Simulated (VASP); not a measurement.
# HfB2 in VASP: further runs

HfB2 is run at these levels: BLYP+D4, PBE; tasks: relaxation of cell and atoms, single point.

Everything below comes from runs of VASP 6.6.1. Logs are shortened: lines on timing, memory, paths and dates and some standing lists are left out, and cuts for length are marked.

### Step 1. The cell of the first run

It takes space group P6/mmm (No. 191, hexagonal). The conventional cell has a = 3.140 Å, b = 3.140 Å, c = 3.480 Å, α = 90.00°, β = 90.00°, γ = 120.00°. Within 3.3 Å of Hf (site symmetry 6/mmm) lie 12 B at 2.51 Å and 6 Hf at 3.14 Å. Within 2.4 Å of B (site symmetry -6m2) lie 3 B at 1.81 Å.

### Step 2. Relaxation of cell and atoms, BLYP+D4

The input, INCAR:

```
SYSTEM = HfB2
PREC = Accurate
ENCUT = 600
EDIFF = 1E-7
ISMEAR = -1
SIGMA = 0.05
LREAL = .FALSE.
LASPH = .TRUE.
NELM = 80
ALGO = Normal
ISIF = 3
LWAVE = .FALSE.
LCHARG = .FALSE.
GGA = B5
ALDAX = 1.0
AGGAX = 1.0
AGGAC = 1.0
ALDAC = 0.0
IVDW = 13
VDW_S6 = 1.0
VDW_S8 = 2.34076671
VDW_A1 = 0.44488865
VDW_A2 = 4.0933009
IBRION = 2
NSW = 60
EDIFFG = -0.01
```

The input, KPOINTS:

```
regular mesh
0
G
  10 10 8
  0 0 0
```

The input, POSCAR:

```
HfB2
1.0
    3.1400000000      0.0000000000      0.0000000000
   -1.5700000000      2.7193197679      0.0000000000
    0.0000000000      0.0000000000      3.4800000000
Hf B
1 2
Direct
    0.0000000000      0.0000000000      0.0000000000
    0.6666666667      0.3333333333      0.5000000000
    0.3333333333      0.6666666667      0.5000000000
```

Potentials or basis: VASP PAW PBE potentials, release 64 (Hf_pv, B).

Command:

```sh
cat potpaw_PBE.64/Hf_pv/POTCAR potpaw_PBE.64/B/POTCAR > POTCAR
mpirun -np 1 vasp_std > vasp.out
```

OUTCAR:

```text
SYSTEM = HfB2
   PREC = Accurate
   ENCUT = 600
   EDIFF = 1E-7
   ISMEAR = -1
   LREAL = .FALSE.
   LASPH = .TRUE.
   NELM = 80
   ISIF = 3
   GGA = B5
   IVDW = 13
   IBRION = 2
   NSW = 60
   EDIFFG = -0.01

 ion  position               nearest neighbor table
   1  0.000  0.000  0.000-   2 2.51   3 2.51   2 2.51   3 2.51   2 2.51   2 2.51   3 2.51   3 2.51
                             2 2.51   2 2.51   3 2.51   3 2.51
   2  0.667  0.333  0.500-   3 1.81   3 1.81   3 1.81   1 2.51   1 2.51   1 2.51   1 2.51   1 2.51
                             1 2.51
   3  0.333  0.667  0.500-   2 1.81   2 1.81   2 1.81   1 2.51   1 2.51   1 2.51   1 2.51   1 2.51
                             1 2.51

  LATTYP: Found a hexagonal cell.
 ALAT       =     3.1400000000
 C/A-ratio  =     1.1082802548

  Lattice vectors:

 A1 = (   3.1400000000,   0.0000000000,   0.0000000000)
 A2 = (  -1.5700000000,   2.7193197679,   0.0000000000)
 A3 = (   0.0000000000,   0.0000000000,   3.4800000000)

Analysis of symmetry for initial positions (statically):
=====================================================================
 Subroutine PRICEL returns:
 Original cell was already a primitive cell.

 Routine SETGRP: Setting up the symmetry group for a
 hexagonal supercell.

 Subroutine GETGRP returns: Found 24 space group operations
 (whereof 24 operations were pure point group operations)
 out of a pool of 24 trial point group operations.

The static configuration has the point symmetry D_6h.

Analysis of symmetry for dynamics (positions and initial velocities):
=====================================================================
 Subroutine PRICEL returns:
 Original cell was already a primitive cell.

 Routine SETGRP: Setting up the symmetry group for a
 hexagonal supercell.

 Subroutine GETGRP returns: Found 24 space group operations
 (whereof 24 operations were pure point group operations)
 out of a pool of 24 trial point group operations.

The dynamic configuration has the point symmetry D_6h.

 Subroutine INISYM returns: Found 24 space group operations
 (whereof 24 operations are pure point group operations),
 and found     1 'primitive' translations

----------------------------------------------------------------------------------------

                                     Primitive cell

  volume of cell :      29.7146

  direct lattice vectors                    reciprocal lattice vectors
     3.140000000  0.000000000  0.000000000     0.318471338  0.183869512  0.000000000
    -1.570000000  2.719319768  0.000000000     0.000000000  0.367739025  0.000000000
     0.000000000  0.000000000  3.480000000     0.000000000  0.000000000  0.287356322

  length of vectors
     3.140000000  3.140000000  3.480000000     0.367739025  0.367739025  0.287356322

  position of ions in fractional coordinates (direct lattice)
     0.000000000  0.000000000  0.000000000
     0.666666667  0.333333333  0.500000000
     0.333333333  0.666666667  0.500000000

  ion indices of the primitive-cell ions
   primitive index   ion index
                 1           1
                 2           2
                 3           3

----------------------------------------------------------------------------------------

 KPOINTS: regular mesh

Automatic generation of k-mesh.
 Grid dimensions read from file:
 generate k-points for:   10   10    8

 Generating k-lattice:

  Cartesian coordinates                     Fractional coordinates (reciprocal lattice)
     0.031847134  0.018386951  0.000000000     0.100000000  0.000000000  0.000000000
     0.000000000  0.036773902  0.000000000     0.000000000  0.100000000  0.000000000
     0.000000000  0.000000000  0.035919540     0.000000000  0.000000000  0.125000000

  Length of vectors
     0.036773902  0.036773902  0.035919540

  Shift w.r.t. Gamma in fractional coordinates (k-lattice)
     0.000000000  0.000000000  0.000000000

 Subroutine IBZKPT returns following result:
 ===========================================

 Found     70 irreducible k-points:

 Following reciprocal coordinates:
            Coordinates               Weight
  0.000000  0.000000  0.000000      1.000000
  0.100000  0.000000  0.000000      6.000000
  0.200000  0.000000  0.000000      6.000000
  0.300000  0.000000  0.000000      6.000000
  0.400000  0.000000  0.000000      6.000000
  0.500000  0.000000  0.000000      3.000000
[... 16 lines left out ...]
  0.300000  0.100000  0.125000     24.000000
  0.400000  0.100000  0.125000     24.000000
 [... further k-points ...]
   k-points           NKPTS =     70   k-points in BZ     NKDIM =     70   number of bands    NBANDS=     12
   number of dos      NEDOS =    301   number of ions     NIONS =      3
   total plane-waves  NPLWV =  21952
   dimension x,y,z NGX =    28 NGY =   28 NGZ =   28
   dimension x,y,z NGXF=    56 NGYF=   56 NGZF=   56
   ions per type =               1   2
   NGX,Y,Z   is equivalent  to a cutoff of  14.82, 14.82, 13.38 a.u.
   NGXF,Y,Z  is equivalent  to a cutoff of  29.65, 29.65, 26.75 a.u.
 SYSTEM =  HfB2
   PREC   = accura    normal or accurate (medium, high low for compatibility)
   ISTART =      0    job   : 0-new  1-cont  2-samecut
   ICHARG =      2    charge: 1-file 2-atom 10-const
   ISPIN  =      1    spin polarized calculation?
   LNONCOLLINEAR =      F non collinear calculations
   LSORBIT =      F    spin-orbit coupling
   LASPH  =      T    aspherical Exc in radial PAW
   ENCUT  =  600.0 eV  44.10 Ry    6.64 a.u.   6.27  6.27  6.95*2*pi/ulx,y,z
   NELM   =     80;   NELMIN=  2; NELMDL= -5     # of ELM steps
   EDIFF  = 0.1E-06   stopping-criterion for ELM
   LREAL  =      F    real-space projection
   EDIFFG = -.1E-01   stopping-criterion for IOM
   NSW    =     60    number of steps for IOM
   IBRION =      2    ionic relax: 0-MD 1-quasi-New 2-CG
   NFREE  =      1    steps in history (QN), initial steepest desc. (CG)
   ISIF   =      3    stress and relaxation
   ISYM   =      2    0-nonsym 1-usesym 2-fastsym
   POTIM  = 0.5000    time-step for ionic-motion
   TEBEG  =    0.0;   TEEND  =   0.0 temperature during run
   PSTRESS=    0.0 pullay stress
   NELECT =      16.0000    total number of electrons
   NUPDOWN=      -1.0000    fix difference up-down
   EMIN   =  10.00;   EMAX   =-10.00  energy-range for DOS
   EFERMI =   0.00;   METHOD = LEGACY
   ISMEAR =    -1;   SIGMA  =   0.05  broadening in eV -4-tet -1-fermi 0-gaus
   EFERMI_NEDOS =   21; number of points for ismear=-14 and -15
   IALGO  =     38    algorithm
   IMIX   =      4    mixing-type and parameters
     AMIX     =   0.40;   BMIX     =  1.00
     AMIX_MAG =   1.60;   BMIX_MAG =  1.00
  volume/ion in A,a.u.               =       9.90        66.84
  Fermi-wavevector in a.u.,A,eV,Ry     =   1.331860  2.516850 24.134693  1.773850
  Thomas-Fermi vector in A             =   2.460838
   LORBIT       =      0    0 simple, 1 ext, 2 COOP (PROOUT), +10 PAW based schemes
   GGA     = B5    functional components
   LHFCALC =     F    Hartree Fock is set to
   AEXX    =    0.0000 exact exchange contribution
   IVDW    =    13    specifies the selected vdW correction
   LEPSILON=     F    determine dielectric tensor
   LRPA    =     F    only Hartree local field effects (RPA)
 conjugate gradient relaxation of ions
 non-spin polarized calculation
  energy-cutoff  :      600.00
  volume of cell :       29.71
 maximum number of plane-waves:      1010
 NGX is ok and might be reduce to    28
   NGX = 13   NGY = 13   NGZ = 13

--------------------------------------- Ionic step        1  -------------------------------------------

 number of electron      15.9999999 magnetization

 Free energy of the ion-electron system (eV)
  ---------------------------------------------------
  ext. energy  EPLUGINS =         0.00000000
  ---------------------------------------------------
  free energy    TOTEN  =       -23.36498638 eV

  energy without entropy =      -23.36229795  energy(sigma->0) =      -23.36364217

------------------------ aborting loop because EDIFF is reached ----------------------------------------

  DFT-D4 for vdW energy calculation

  Edisp (eV):   -1.75017

  FORCE on cell =-STRESS in cart. coord.  units (eV):
  Direction    XX          YY          ZZ          XY          YZ          ZX
  --------------------------------------------------------------------------------------
  -------------------------------------------------------------------------------------
  Total      -0.73048    -0.73048    -0.34409     0.00000     0.00000    -0.00000
  in kB     -39.38669   -39.38669   -18.55279     0.00000     0.00000    -0.00000
  external pressure =      -32.44 kB  Pullay stress =        0.00 kB
[... 104 lines left out ...]
  energy  without entropy=      -25.1168885299  energy(sigma->0) =      -25.11819329

--------------------------------------- Ionic step        4  -------------------------------------------

 number of electron      16.0000000 magnetization

 Free energy of the ion-electron system (eV)
  ---------------------------------------------------
  ext. energy  EPLUGINS =         0.00000000
  ---------------------------------------------------
  free energy    TOTEN  =       -23.34455969 eV

  energy without entropy =      -23.34197961  energy(sigma->0) =      -23.34326965

 E-fermi :   8.1842     XC(G=0): -12.0041

 val. band max:        8.1313689500   @ k =   0.2000   0.2000   0.1250
 cond. band min:       8.3932059478   @ k =   0.0000   0.0000   0.2500
 fundamental gap:      0.2618369978
 Fermi energy:         8.1841866778

 k-point     1 :       0.0000    0.0000    0.0000
  band No.  band energies     occupation
      1     -22.3795      2.00000
      2     -21.8688      2.00000
      3     -21.8688      2.00000
      4      -5.4175      2.00000
      5       5.3355      2.00000
      6       5.3355      2.00000
      7       5.3371      2.00000
      8       5.5046      2.00000
      9      12.2535      0.00000
     10      12.2535      0.00000
     11      12.7881      0.00000
     12      12.7881      0.00000
[... 331 lines left out ...]
 k-point    24 :       0.4000    0.1000    0.1250
  band No.  band energies     occupation
      1     -22.6187      2.00000
      2     -22.2739      2.00000
      3     -22.0944      2.00000
      4      -1.6358      2.00000
      5      -0.2846      2.00000
      6       3.6465      2.00000
      7       4.4901      2.00000
      8       6.0651      2.00000
      9       9.4305      0.00000
     10      12.3969      0.00000
     11      12.5233      0.00000
     12      14.4967      0.00000

 [... further k-points ...]

------------------------ aborting loop because EDIFF is reached ----------------------------------------

  DFT-D4 for vdW energy calculation

  Edisp (eV):   -1.77501

  FORCE on cell =-STRESS in cart. coord.  units (eV):
  Direction    XX          YY          ZZ          XY          YZ          ZX
  --------------------------------------------------------------------------------------
  -------------------------------------------------------------------------------------
  Total      -0.00157    -0.00157     0.00403     0.00000     0.00000    -0.00000
  in kB      -0.08575    -0.08575     0.21989     0.00000     0.00000    -0.00000
  external pressure =        0.02 kB  Pullay stress =        0.00 kB
[... 18 lines left out ...]
  FREE ENERGIE OF THE ION-ELECTRON SYSTEM (eV)
  ---------------------------------------------------
  free  energy   TOTEN  =       -25.1195685878 eV

  energy  without entropy=      -25.1169885108  energy(sigma->0) =      -25.11827855

 reached required accuracy - stopping structural energy minimisation
```

Wall time 3.1 min (1 thread of Intel Xeon Platinum 8375C at 2.90GHz (Ice Lake), shared host); peak memory 0.19 GiB.

Results:

| Item | Value |
| --- | --- |
| Free energy | -25.1196 eV |
| Relaxed volume | 9.78 Å³/atom |
| Relaxed cell | a = 3.122 Å, b = 3.122 Å, c = 3.476 Å, α = 90.00°, β = 90.00°, γ = 120.00° |
| Space group after relaxing (to 0.05 Å) | P6/mmm (No. 191) |
| Energy gained by relaxing | 1.5 meV/atom |
| Ionic steps | 4 |
| Pressure after relaxing | 0.0 GPa |
| Band gap on the k mesh | zero (band 8 reaches 8.93 eV, above the bottom of band 9 at 8.03 eV) |
| Dispersion energy per atom | -0.592 eV |

The path:
| step | energy change (eV) | largest force (eV/Å) | pressure (GPa) | volume (Å³) |
| --- | --- | --- | --- | --- |
| 1 | 0.0000 | 0.0000 | -3.24 | 29.71 |
| 2 | 0.0022 | 0.0000 | 4.40 | 28.86 |
| 3 | -0.0043 | 0.0000 | 0.09 | 29.33 |
| 4 | -0.0044 | 0.0000 | 0.00 | 29.34 |

Final structure:
```cif
data_structure
_symmetry_space_group_name_H-M 'P 1'
_symmetry_Int_Tables_number 1
_cell_length_a 3.1221
_cell_length_b 3.1221
_cell_length_c 3.4757
_cell_angle_alpha 90.000
_cell_angle_beta 90.000
_cell_angle_gamma 120.000
_cell_volume 29.34
loop_
_atom_site_label
_atom_site_type_symbol
_atom_site_fract_x
_atom_site_fract_y
_atom_site_fract_z
_atom_site_occupancy
Hf1 Hf 0.00000 0.00000 0.00000 1
B1 B 0.66667 0.33333 0.50000 1
B2 B 0.33333 0.66667 0.50000 1
```

Levels at points of the mesh, in eV from the Fermi level:
```csv
k point,band 4,band 5,band 6,band 7,band 8,band 9,band 10,band 11,band 12
"(0.00, 0.00, 0.00)",-13.60,-2.85,-2.85,-2.85,-2.68,4.07,4.07,4.60,4.60
"(0.50, 0.00, 0.00)",-9.62,-8.92,-4.10,-3.36,-2.72,2.21,2.79,5.64,5.75
"(0.00, 0.00, 0.50)",-11.22,-8.17,-1.17,-1.17,0.48,0.48,1.05,1.05,2.19
"(0.50, 0.00, 0.50)",-10.28,-7.38,-4.90,-4.59,-2.43,4.18,4.35,6.25,7.15
```

Caveat: the PAW data sets were made with another functional, which shifts forces and pressure a little; spin-orbit coupling is left out, which moves the levels of the heavy elements; pairwise dispersion overbinds metals, which lowers pressure and volume.

### Step 3. Single point, PBE (volume scaled by 0.94)

The input, INCAR:

```
ALGO = Normal
EDIFF = 1E-6
ENCUT = 520
GGA = PE
ISIF = 2
ISMEAR = -1
LASPH = T
LCHARG = F
LREAL = F
LWAVE = F
NBANDS = 15
NELM = 60
PREC = Accurate
SIGMA = 0.05
```

The input, KPOINTS:

```
k-points
0
Gamma
  10 10 8
```

The input, POSCAR:

```
HfB2
1.0
    3.0759003814      0.0000000000      0.0000000000
   -1.5379501907      2.6638078698      0.0000000000
    0.0000000000      0.0000000000      3.4089596583
Hf B
1 2
Direct
    0.0000000000      0.0000000000      0.0000000000
    0.6666666667      0.3333333333      0.5000000000
    0.3333333333      0.6666666667      0.5000000000
```

Potentials or basis: VASP PAW PBE potentials, release 64 (Hf_pv, B).

Command:

```sh
cat potpaw_PBE.64/Hf_pv/POTCAR potpaw_PBE.64/B/POTCAR > POTCAR
mpirun -np 1 vasp_std > vasp.out
```

It used 60 s of CPU time on 1 thread of AMD EPYC 7R13 Processor (Zen 3), on a shared host.

Results (log left out):

* Free energy: -26.2922 eV
* Pressure: 19.0 GPa
* Band gap on the k mesh: zero (band 8 reaches 8.79 eV, above the bottom of band 9 at 7.90 eV)

Stress tensor (GPa, compression positive):
```
19.30  0.00  0.00
 0.00 19.30  0.00
 0.00  0.00 18.35
```

Levels at points of the mesh, in eV from the Fermi level:
```
           k point  band 6  band 7  band 8  band 9  band 10  band 11
(0.00, 0.00, 0.00)   -2.91   -2.91   -2.63    4.47     4.47     5.12
(0.50, 0.00, 0.00)   -4.23   -3.38   -2.93    2.37     3.04     6.19
(0.00, 0.00, 0.50)   -1.09   -1.09    0.46    0.46     1.17     1.17
(0.50, 0.00, 0.50)   -5.07   -4.81   -2.42    4.49     4.65     6.88
```

Caveat: the cell differs from its parent crystal (volume scaled by 0.94); spin-orbit coupling is left out, which moves the levels of the heavy elements.

[end of part 1 of 2]
